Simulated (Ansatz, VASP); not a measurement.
**Two plane-wave programs on BP**

The input INCAR:

```
SYSTEM = BP
PREC = Accurate
ENCUT = 520
EDIFF = 1E-6
ISMEAR = 0
SIGMA = 0.05
LREAL = .False.
LASPH = .True.
NELM = 60
ALGO = Normal
ISIF = 2
LWAVE = .False.
LCHARG = .False.
GGA = PS
NBANDS = 11
```

Contents of KPOINTS:

```
Automatic mesh
0
Gamma
  10 10 10
  0 0 0
```

POSCAR

```
BP
1.0
    0.0000000000      2.2690000000      2.2690000000
    2.2690000000      0.0000000000      2.2690000000
    2.2690000000      2.2690000000      0.0000000000
B P
1 1
Direct
    0.0000000000      0.0000000000      0.0000000000
    0.7500000000      0.7500000000      0.7500000000
```

Input for Ansatz:

```yaml
crystal:
  lattice:
    - [0.0, 2.269, 2.269]
    - [2.269, 0.0, 2.269]
    - [2.269, 2.269, 0.0]
  atoms:
    - { symbol: B, position: [0.0, 0.0, 0.0] }
    - { symbol: P, position: [0.75, 0.75, 0.75] }
basis:
  ecutwfc: 420
kpoints:
  mp_grid: { grid: [10, 10, 10] }
hamiltonian:
  xc: pbesol
scf:
  occupations: { method: gaussian, width: 0.05 }
output:
  forces: true
  stress: true
  eigenvalues: true
```

Alike in both runs: task single point; functional PBEsol; k mesh 10 × 10 × 10; occupations gaussian, width 0.05 eV; no spin polarisation.

|  | VASP | Ansatz |
| --- | --- | --- |
| version | VASP 6.6.1 | Ansatz 0.2.0 |
| potentials or method | VASP PAW PBE potentials, release 64 (B, P), cutoff 520 eV | scalar-relativistic, plane waves, PAW |
| valence electrons in the cell | 8 | 8 |

|  | VASP | Ansatz | Ansatz less VASP |
| --- | --- | --- | --- |
| gap on the k mesh at the Fermi level (eV) | 1.13 | 1.13 | +0.004 |
| least direct gap on the mesh (eV) | 3.36 | 3.36 | +0.006 |
| pressure (GPa) | -1.9 | -2.0 | -0.10 |

VASP's potentials were made for PBE, not for PBEsol.
